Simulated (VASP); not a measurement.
# YbBe5 (F-43m) in VASP: further runs

YbBe5 is run at these levels: PBE; tasks: single point, relaxation of cell and atoms.

Program: VASP 6.6.1. These are calculated values, not measurements. Logs are shortened: lines on timing, memory, paths and dates and some standing lists are left out, and cuts for length are marked.

**1. The cell of the first run**

The structure is cubic, space group F-43m (No. 216). The conventional cell has a = 6.523 Å, b = 6.523 Å, c = 6.523 Å, α = 90.00°, β = 90.00°, γ = 90.00°. Yb (site symmetry -43m) has 16 Be at 2.71 to 2.82 Å within 3.6 Å. Be (site symmetry -43m) has 12 Be at 2.70 Å and 4 Yb at 2.82 Å within 3.6 Å. Be (site symmetry 3m) has 9 Be at 2.28 to 2.70 Å and 3 Yb at 2.71 Å within 3.0 Å.

**2. Single point, PBE, collinear spin, ferromagnetic start**

Input file INCAR:

```
SYSTEM = YbBe5
  ALGO = Normal
  EDIFF = 1E-7
  ENCUT = 520
  GGA = PE
  ISIF = 2
  ISMEAR = 0
  ISPIN = 2
  LASPH = .True.
  LCHARG = .False.
  LMAXMIX = 6
  LORBIT = 11
  LREAL = .False.
  LWAVE = .False.
  MAGMOM = 1 0 0 0 0 0
  NBANDS = 30
  NELM = 150
  PREC = Accurate
  SIGMA = 0.1
```

Input file KPOINTS:

```
k-points
0
Gamma
  4 4 4
  0 0 0
```

Input file POSCAR:

```
YbBe5
1.0
    0.0000000000      3.2617392890      3.2617392890
    3.2617392890      0.0000000000      3.2617392890
    3.2617392890      3.2617392890      0.0000000000
Yb Be
1 5
Direct
    0.0000000000      0.0000000000      0.0000000000
    0.7500000000      0.7500000000      0.7500000000
    0.3766888795      0.3766888795      0.8699333614
    0.3766888795      0.8699333614      0.3766888795
    0.3766888795      0.3766888795      0.3766888795
    0.8699333614      0.3766888795      0.3766888795
```

Potentials or basis: VASP PAW PBE potentials, release 64 (Yb, Be).

Run with:

```
$ cat potpaw_PBE.64/Yb/POTCAR potpaw_PBE.64/Be/POTCAR > POTCAR
$ mpirun -np 1 vasp_std > vasp.out
```

OUTCAR:

```text
SYSTEM = YbBe5
   EDIFF = 1E-7
   ENCUT = 520
   GGA = PE
   ISIF = 2
   ISMEAR = 0
   ISPIN = 2
   LASPH = .True.
   LORBIT = 11
   LREAL = .False.
   NELM = 150
   PREC = Accurate

 ion  position               nearest neighbor table
   1  0.000  0.000  0.000-   3 2.71   4 2.71   6 2.71   5 2.71   5 2.71   5 2.71   4 2.71   6 2.71
                             6 2.71   3 2.71   3 2.71   4 2.71   2 2.82   2 2.82   2 2.82   2 2.82
   2  0.750  0.750  0.750-   1 2.82   1 2.82   1 2.82   1 2.82
   3  0.377  0.377  0.870-   4 2.28   5 2.28   6 2.28   5 2.34   4 2.34   6 2.34   1 2.71   1 2.71
                             1 2.71
   4  0.377  0.870  0.377-   3 2.28   5 2.28   6 2.28   3 2.34   5 2.34   6 2.34   1 2.71   1 2.71
                             1 2.71
   5  0.377  0.377  0.377-   3 2.28   4 2.28   6 2.28   3 2.34   4 2.34   6 2.34   1 2.71   1 2.71
                             1 2.71
   6  0.870  0.377  0.377-   3 2.28   4 2.28   5 2.28   5 2.34   3 2.34   4 2.34   1 2.71   1 2.71
                             1 2.71

  LATTYP: Found a face centered cubic cell.
 ALAT       =     6.5234785780

  Lattice vectors:

 A1 = (   0.0000000000,   3.2617392890,   3.2617392890)
 A2 = (   3.2617392890,   0.0000000000,   3.2617392890)
 A3 = (   3.2617392890,   3.2617392890,   0.0000000000)

Analysis of symmetry for initial positions (statically):
=====================================================================
 Subroutine PRICEL returns:
 Original cell was already a primitive cell.

 Routine SETGRP: Setting up the symmetry group for a
 face centered cubic supercell.

 Subroutine GETGRP returns: Found 24 space group operations
 (whereof 24 operations were pure point group operations)
 out of a pool of 48 trial point group operations.

The static configuration has the point symmetry T_d .

Analysis of symmetry for dynamics (positions and initial velocities):
=====================================================================
 Subroutine PRICEL returns:
 Original cell was already a primitive cell.

 Routine SETGRP: Setting up the symmetry group for a
 face centered cubic supercell.

 Subroutine GETGRP returns: Found 24 space group operations
 (whereof 24 operations were pure point group operations)
 out of a pool of 48 trial point group operations.

The dynamic configuration has the point symmetry T_d .

Analysis of structural, dynamic, and magnetic symmetry:
[... 142 lines left out ...]

 number of electron      33.9999989 magnetization       0.0001078

 Free energy of the ion-electron system (eV)
  ---------------------------------------------------
  ext. energy  EPLUGINS =         0.00000000
  ---------------------------------------------------
  free energy    TOTEN  =       -20.68818899 eV

  energy without entropy =      -20.66949915  energy(sigma->0) =      -20.67884407

 E-fermi :   4.5762     XC(G=0): -10.6222

 val. band max:        4.4788495852   @ k =   0.5000   0.2500   0.0000
 cond. band min:       4.6277028028   @ k =   0.5000   0.0000   0.0000
 fundamental gap:      0.1488532176
 Fermi energy:         4.5761836379

 spin component 1

 k-point     1 :       0.0000    0.0000    0.0000
  band No.  band energies     occupation
      1     -46.5313      1.00000
      2     -18.8812      1.00000
      3     -18.8812      1.00000
      4     -18.8812      1.00000
      5      -4.4168      1.00000
      6       1.4682      1.00000
[... 245 lines left out ...]
     28      13.6401      0.00000
     29      13.7463      0.00000
 Fermi energy:         4.5761836379

 spin component 2

 k-point     1 :       0.0000    0.0000    0.0000
  band No.  band energies     occupation
      1     -46.5313      1.00000
      2     -18.8812      1.00000
      3     -18.8812      1.00000
      4     -18.8812      1.00000
      5      -4.4168      1.00000
      6       1.4682      1.00000
[... 245 lines left out ...]
     28      13.6401      0.00000
     29      13.7463      0.00000
 [bands above 29 left out]

------------------------ aborting loop because EDIFF is reached ----------------------------------------

  FORCE on cell =-STRESS in cart. coord.  units (eV):
  Direction    XX          YY          ZZ          XY          YZ          ZX
  --------------------------------------------------------------------------------------
  -------------------------------------------------------------------------------------
  Total        0.0570288      0.0570288      0.0570288      0.0000000     -0.0000000      0.0000000
  in kB        1.3165188      1.3165188      1.3165188      0.0000000     -0.0000000      0.0000000
  external PRESSURE =       1.3165188 kB  Pullay stress =       0.0000000 kB

 VOLUME and BASIS-vectors are now :
 -----------------------------------------------------------------------------
  energy-cutoff  :      520.00
  volume of cell :       69.40
      direct lattice vectors                 reciprocal lattice vectors
     0.000000000  3.261739289  3.261739289    -0.153292448  0.153292448  0.153292448
     3.261739289  0.000000000  3.261739289     0.153292448 -0.153292448  0.153292448
     3.261739289  3.261739289  0.000000000     0.153292448  0.153292448 -0.153292448

 POSITION                                       TOTAL-FORCE (eV/Angst)
 -----------------------------------------------------------------------------------
      0.00000      0.00000      0.00000         0.000000      0.000000     -0.000000
      4.89261      4.89261      4.89261         0.000000      0.000000     -0.000000
      4.06616      4.06616      2.45732         0.105681      0.105681     -0.105681
      4.06616      2.45732      4.06616         0.105681     -0.105681      0.105681
      2.45732      2.45732      2.45732        -0.105681     -0.105681     -0.105681
      2.45732      4.06616      4.06616        -0.105681      0.105681      0.105681
 -----------------------------------------------------------------------------------
    total drift:                               -0.000000     -0.000000     -0.000001

  FREE ENERGIE OF THE ION-ELECTRON SYSTEM (eV)
  ---------------------------------------------------
  free  energy   TOTEN  =       -20.6881889932 eV

  energy  without entropy=      -20.6694991535  energy(sigma->0) =      -20.67884407

 total charge

# of ion       s       p       d       f       tot
--------------------------------------------------
    1        2.195   6.137   0.658  13.459  22.449
    2        0.342   0.486   0.000   0.000   0.828
    3        0.421   0.625   0.000   0.000   1.045
    4        0.421   0.625   0.000   0.000   1.045
    5        0.421   0.625   0.000   0.000   1.045
    6        0.421   0.625   0.000   0.000   1.045
--------------------------------------------------
tot          4.219   9.122   0.658  13.459  27.459

 magnetization (x)

# of ion       s       p       d       f       tot
--------------------------------------------------
    1       -0.000   0.000   0.000   0.000   0.000
    2        0.000   0.000   0.000   0.000   0.000
    3        0.000   0.000   0.000   0.000   0.000
    4        0.000   0.000   0.000   0.000   0.000
    5        0.000   0.000   0.000   0.000   0.000
    6        0.000   0.000   0.000   0.000   0.000
--------------------------------------------------
tot         -0.000   0.000   0.000   0.000   0.000
```

stdout:

```text
POSCAR found type information on POSCAR YbBe
 POSCAR found :  2 types and       6 ions
 scaLAPACK will be used
 LDA part: xc-table for (Slater+PW92), standard interpolation
 POSCAR, INCAR and KPOINTS ok, starting setup
 FFT: planning ... GRIDC
 FFT: planning ... GRID_SOFT
 FFT: planning ... GRID
 WAVECAR not read
 entering main loop
```

It took 4 min on 1 thread of Intel Xeon Platinum 8259CL at 2.50GHz (Skylake/Cascade Lake), shared host; peak memory 0.26 GiB.

Results:

```yaml
Free_energy: -20.6882 eV
Pressure: 0.1 GPa
Largest_force: 0.183 eV/Å
Band_gap_on_the_k_mesh: zero (filled and empty bands overlap)
Net_moment: 0.00 μB per cell
Valence_electrons_inside_the_program's_atomic_spheres: Yb 22.45; Be 0.83, 1.04
```

Forces in eV/Å, atoms in the order of the input:
```
Yb   0.000  0.000  0.000
Be   0.000  0.000  0.000
Be   0.106  0.106 -0.106
Be   0.106 -0.106  0.106
Be  -0.106 -0.106 -0.106
Be  -0.106  0.106  0.106
```

Caveat: the k points lie up to 0.42 Å⁻¹ apart; spin-orbit coupling is left out, which moves the levels of the heavy elements; without U or exact exchange the open f shell lies at the Fermi level, which spoils levels, moments and volumes. The state reached can hang on the start; a lower one may exist.

[end of part 1 of 2]
